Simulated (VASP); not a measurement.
# HfO2 (Fm-3m) in VASP: relaxation of cell and atoms with PBE

Aim: the relaxation of cell and atoms of HfO2 with PBE.

All numbers are computed with VASP 6.6.1; they aren't measurements. Logs are shortened: lines on timing, memory, paths and dates and some standing lists are left out, and cuts for length are marked.

## (1) The cell of the first run

Symmetry: Fm-3m, No. 225, cubic system. Conventional cell: a = 5.098 Å, b = 5.098 Å, c = 5.098 Å, α = 90.00°, β = 90.00°, γ = 90.00°. Hf (site symmetry m-3m) has 8 O at 2.21 Å within 2.9 Å. Within 2.9 Å of O (site symmetry -43m) lie 4 Hf at 2.21 Å and 6 O at 2.55 Å.

## (2) Relaxation of cell and atoms, PBE, target pressure 40 GPa, at which the enthalpy is minimised

Contents of INCAR:

```
PREC = Accurate
ENCUT = 600
EDIFF = 1E-6
ISMEAR = 0
SIGMA = 0.01
LREAL = False
LASPH = True
NELM = 60
ALGO = Normal
ISIF = 3
LWAVE = False
LCHARG = False
GGA = PE
IBRION = 2
NSW = 80
EDIFFG = -0.001
PSTRESS = 400.0
```

Contents of KPOINTS:

```
regular mesh
0
Gamma
  8 8 8
```

Contents of POSCAR:

```
HfO2
1.0
    0.0000000000      2.5488057606      2.5488057606
    2.5488057606      0.0000000000      2.5488057606
    2.5488057606      2.5488057606      0.0000000000
Hf O
1 2
Direct
    0.0000000000      0.0000000000      0.0000000000
    0.2500000000      0.2500000000      0.2500000000
    0.7500000000      0.7500000000      0.7500000000
```

Potentials or basis: VASP PAW PBE potentials, release 64 (Hf_pv, O).

On the command line:

```
$ cat potpaw_PBE.64/Hf_pv/POTCAR potpaw_PBE.64/O/POTCAR > POTCAR
$ mpirun -np 1 vasp_std > vasp.out
```

OUTCAR:

```text
PREC = Accurate
   ENCUT = 600
   EDIFF = 1E-6
   ISMEAR = 0
   LREAL = False
   LASPH = True
   NELM = 60
   ISIF = 3
   GGA = PE
   IBRION = 2
   NSW = 80
   EDIFFG = -0.001
   PSTRESS = 400.0

 ion  position               nearest neighbor table
   1  0.000  0.000  0.000-   3 2.21   3 2.21   3 2.21   2 2.21   2 2.21   2 2.21   3 2.21   2 2.21

   2  0.250  0.250  0.250-   1 2.21   1 2.21   1 2.21   1 2.21
   3  0.750  0.750  0.750-   1 2.21   1 2.21   1 2.21   1 2.21

  LATTYP: Found a face centered cubic cell.
 ALAT       =     5.0976115212

  Lattice vectors:

 A1 = (   0.0000000000,   2.5488057606,   2.5488057606)
 A2 = (   2.5488057606,   0.0000000000,   2.5488057606)
 A3 = (   2.5488057606,   2.5488057606,   0.0000000000)

Analysis of symmetry for initial positions (statically):
=====================================================================
 Subroutine PRICEL returns:
 Original cell was already a primitive cell.

 Routine SETGRP: Setting up the symmetry group for a
 face centered cubic supercell.

 Subroutine GETGRP returns: Found 48 space group operations
 (whereof 48 operations were pure point group operations)
 out of a pool of 48 trial point group operations.

The static configuration has the point symmetry O_h .

Analysis of symmetry for dynamics (positions and initial velocities):
=====================================================================
 Subroutine PRICEL returns:
 Original cell was already a primitive cell.

 Routine SETGRP: Setting up the symmetry group for a
 face centered cubic supercell.

 Subroutine GETGRP returns: Found 48 space group operations
 (whereof 48 operations were pure point group operations)
 out of a pool of 48 trial point group operations.

The dynamic configuration has the point symmetry O_h .

 Subroutine INISYM returns: Found 48 space group operations
 (whereof 48 operations are pure point group operations),
 and found     1 'primitive' translations

----------------------------------------------------------------------------------------

                                     Primitive cell

  volume of cell :      33.1162

  direct lattice vectors                    reciprocal lattice vectors
     0.000000000  2.548805761  2.548805761    -0.196170304  0.196170304  0.196170304
[... 100 lines left out ...]
   NUPDOWN=      -1.0000    fix difference up-down
   EMIN   =  10.00;   EMAX   =-10.00  energy-range for DOS
   EFERMI =   0.00;   METHOD = LEGACY
   ISMEAR =     0;   SIGMA  =   0.01  broadening in eV -4-tet -1-fermi 0-gaus
   EFERMI_NEDOS =   21; number of points for ismear=-14 and -15
   IALGO  =     38    algorithm
   IMIX   =      4    mixing-type and parameters
     AMIX     =   0.40;   BMIX     =  1.00
     AMIX_MAG =   1.60;   BMIX_MAG =  1.00
  volume/ion in A,a.u.               =      11.04        74.49
  Fermi-wavevector in a.u.,A,eV,Ry     =   1.428463  2.699404 27.762776  2.040506
  Thomas-Fermi vector in A             =   2.548522
   LORBIT       =      0    0 simple, 1 ext, 2 COOP (PROOUT), +10 PAW based schemes
   GGA     = PE    functional components
   LHFCALC =     F    Hartree Fock is set to
   AEXX    =    0.0000 exact exchange contribution
   IVDW    =     0    specifies the selected vdW correction
   LEPSILON=     F    determine dielectric tensor
   LRPA    =     F    only Hartree local field effects (RPA)
 conjugate gradient relaxation of ions
 non-spin polarized calculation
 Gauss-broadening in eV      SIGMA  =   0.01
  energy-cutoff  :      600.00
  volume of cell :       33.12
 maximum number of plane-waves:      1124
 NGX is ok and might be reduce to    30
   NGX = 15   NGY = 15   NGZ = 15

--------------------------------------- Ionic step        1  -------------------------------------------

 number of electron      21.9999994 magnetization

 Free energy of the ion-electron system (eV)
  ---------------------------------------------------
  ext. energy  EPLUGINS =         0.00000000
  ---------------------------------------------------
  free energy    TOTEN  =       -30.24867077 eV

  energy without entropy =      -30.24867077  energy(sigma->0) =      -30.24867077

------------------------ aborting loop because EDIFF is reached ----------------------------------------

  FORCE on cell =-STRESS in cart. coord.  units (eV):
  Direction    XX          YY          ZZ          XY          YZ          ZX
  --------------------------------------------------------------------------------------
  -------------------------------------------------------------------------------------
  Total       -0.8003044     -0.8003044     -0.8003044     -0.0000000     -0.0000000      0.0000000
  in kB      -38.7191303    -38.7191303    -38.7191303     -0.0000000     -0.0000000      0.0000000
  external PRESSURE =    -438.7191303 kB  Pullay stress =     400.0000000 kB
[... 143 lines left out ...]
--------------------------------------- Ionic step        5  -------------------------------------------

 number of electron      22.0000001 magnetization

 Free energy of the ion-electron system (eV)
  ---------------------------------------------------
  ext. energy  EPLUGINS =         0.00000000
  ---------------------------------------------------
  free energy    TOTEN  =       -29.83560767 eV

  energy without entropy =      -29.83560767  energy(sigma->0) =      -29.83560767

 E-fermi :   5.4304     XC(G=0): -12.5040

 val. band max:        5.3708351202   @ k =   0.5000   0.5000   0.0000
 cond. band min:       9.5015939693   @ k =   0.5000   0.5000   0.0000
 fundamental gap:      4.1307588492
 Fermi energy:         5.4304201967

 k-point     1 :       0.0000    0.0000    0.0000
  band No.  band energies     occupation
      1     -23.7698      2.00000
      2     -23.7698      2.00000
      3     -23.7698      2.00000
      4     -14.1544      2.00000
      5     -10.4809      2.00000
      6      -0.7691      2.00000
      7      -0.7691      2.00000
      8      -0.7691      2.00000
      9       4.7033      2.00000
     10       4.7033      2.00000
     11       4.7033      2.00000
     12       9.5278      0.00000
     13       9.5278      0.00000
     14      12.1945      0.00000
[... 401 lines left out ...]
      2     -24.0766      2.00000
      3     -23.9018      2.00000
      4     -12.2124      2.00000
      5     -11.3745      2.00000
      6      -0.0755      2.00000
      7       0.4326      2.00000
      8       1.3765      2.00000
      9       2.9540      2.00000
     10       3.8498      2.00000
     11       4.0464      2.00000
     12      10.4045      0.00000
     13      10.9348      0.00000
     14      13.5485      0.00000
     15      14.6046      0.00000

 [... further k-points ...]
[... 5 lines left out ...]
  --------------------------------------------------------------------------------------
  -------------------------------------------------------------------------------------
  Total        7.2006324      7.2006324      7.2006324      0.0000000      0.0000000     -0.0000000
  in kB      399.9232536    399.9232536    399.9232536      0.0000000      0.0000000     -0.0000000
  external PRESSURE =      -0.0767464 kB  Pullay stress =     400.0000000 kB
[... 22 lines left out ...]
  energy  without entropy=      -29.8356076749  energy(sigma->0) =      -29.83560767

  enthalpy is  TOTEN    =       -22.6335934572 eV   P V=        7.2020142177

 reached required accuracy - stopping structural energy minimisation
```

CONTCAR:

```text
HfO2
   1.00000000000000
    -0.0000000000000000    2.4342108279164623    2.4342108279164623
     2.4342108279164623   -0.0000000000000000    2.4342108279164623
     2.4342108279164623    2.4342108279164623    0.0000000000000000
  Hf              O
     1     2
Direct
     0.0000000000000000    0.0000000000000000    0.0000000000000000
     0.2500000000000000    0.2500000000000000    0.2500000000000000
     0.7500000000000000    0.7500000000000000    0.7500000000000000

  0.00000000E+00  0.00000000E+00  0.00000000E+00
  0.00000000E+00  0.00000000E+00  0.00000000E+00
  0.00000000E+00  0.00000000E+00  0.00000000E+00
```

Run time: 81 s. Hardware: 1 thread of Intel Xeon Platinum 8488C (Sapphire Rapids), shared host; peak memory 0.18 GiB.

Results:

```yaml
Free_energy: -29.8356 eV
Relaxed_volume: 9.62 Å³/atom
Relaxed_cell: a = 3.442 Å, b = 3.442 Å, c = 3.442 Å, α = 60.00°, β = 60.00°, γ = 60.00°
Space_group_after_relaxing_to_0.05_Å: Fm-3m (No. 225)
Energy_change_on_relaxing_the_enthalpy_is_what_falls: +137.7 meV/atom
Ionic_steps: 5
Pressure_after_relaxing: 40.0 GPa
Band_gap_on_the_k_mesh: 4.13 eV, direct
```

The path:
| step | energy change (eV) | largest force (eV/Å) | pressure (GPa) | volume (Å³) |
| --- | --- | --- | --- | --- |
| 1 | 0.0000 | 0.0000 | -3.87 | 33.12 |
| 2 | 7.6002 | 0.0000 | 303.48 | 20.64 |
| 3 | 0.3001 | 0.0000 | 33.15 | 29.34 |
| 4 | 0.3767 | 0.0000 | 37.88 | 29.00 |
| 5 | 0.4131 | 0.0000 | 39.99 | 28.85 |

Final structure:
```cif
data_structure
_symmetry_space_group_name_H-M 'P 1'
_symmetry_Int_Tables_number 1
_cell_length_a 3.4425
_cell_length_b 3.4425
_cell_length_c 3.4425
_cell_angle_alpha 60.000
_cell_angle_beta 60.000
_cell_angle_gamma 60.000
_cell_volume 28.85
loop_
_atom_site_label
_atom_site_type_symbol
_atom_site_fract_x
_atom_site_fract_y
_atom_site_fract_z
_atom_site_occupancy
Hf1 Hf 0.00000 0.00000 0.00000 1
O1 O 0.25000 0.25000 0.25000 1
O2 O 0.75000 0.75000 0.75000 1
```

Caveat: the cell is relaxed towards a set pressure, so the enthalpy falls and the energy may rise; spin-orbit coupling is left out, which moves the levels of the heavy elements. A k mesh can miss the band edges.
